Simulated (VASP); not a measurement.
Crystal: Tl2Sn2H5.

```
Tl Sn H
1.0
     4.18342    0.00000    0.00000
     0.00000    4.18342    0.00000
     0.00000    0.00000    8.34676
Tl Sn H
2 2 5
Direct
  0.00000 0.00000 0.00000
  0.00000 0.00000 0.50000
  0.50000 0.50000 0.25663
  0.50000 0.50000 0.74337
  0.50000 0.00000 0.22090
  0.50000 0.00000 0.77910
  0.50000 0.50000 0.50000
  0.00000 0.50000 0.22090
  0.00000 0.50000 0.77910
```

The cell was generated, and may not be a known phase.

| Quantity | Value |
| --- | --- |
| Program | VASP 6.6.1 |
| Task | relaxation of cell and atoms |
| Functional | PBE |
| Potentials or basis | VASP PAW PBE potentials, release 64 (Tl_d, Sn_d, H) |
| Cutoff | 600 eV |
| k mesh | 4 × 4 × 2 |
| Occupations | gaussian, width 0.1 eV |
| Spin | no spin polarisation |

At the start: pressure 1.9 GPa; volume 16.23 Å³/atom.

Problem. How do energy, volume and symmetry change on relaxing?

Solution. Over 15 steps the energy falls by 91.0 meV/atom and the volume is 16.11 Å³/atom (-0.7 %); space group P4/mmm (No. 123, to 0.1 Å) before and after.

Step by step:
```
step  energy change (eV)  largest force (eV/Å)  pressure (GPa)  volume (Å³)
   1              0.0000                0.7744            1.87       146.08
   2             -0.1045                0.7142            0.69       150.11
   3             -0.2352                0.3373           -2.14       162.63
   4             -0.3084                0.2811           -2.46       162.82
   5             -0.4863                0.1317           -3.06       163.23
   6             -0.3144                1.5275           -3.60       163.34
   7             -0.5315                0.0763           -3.17       163.34
   8             -0.5474                0.3761           -3.34       163.40
   9             -0.7244                0.5389           -1.88       153.10
  10             -0.7513                0.7037           -0.87       148.43
  11             -0.8052                0.2886           -0.38       146.29
  12             -0.8164                0.0535            0.07       144.62
  13             -0.8165                0.0485            0.02       144.76
  14             -0.8175                0.0459            0.01       144.81
  15             -0.8191                0.0385            0.00       144.98
```

Final structure:
```
Tl Sn H
1.0
     4.42526    0.00000    0.00000
     0.00000    4.42526    0.00000
     0.00000    0.00000    7.40356
Tl Sn H
2 2 5
Direct
  0.00000 0.00000 0.00000
  0.00000 0.00000 0.50000
  0.50000 0.50000 0.21719
  0.50000 0.50000 0.78281
  0.50000 0.00000 0.24062
  0.50000 0.00000 0.75938
  0.50000 0.50000 0.50000
  0.00000 0.50000 0.24062
  0.00000 0.50000 0.75938
```

Caveat: the k points lie up to 0.42 Å⁻¹ apart in the final cell, too coarse for converged energies and pressures of a metal; an odd number of electrons without spin polarisation forces a metal; a magnetic or distorted state may lie lower.
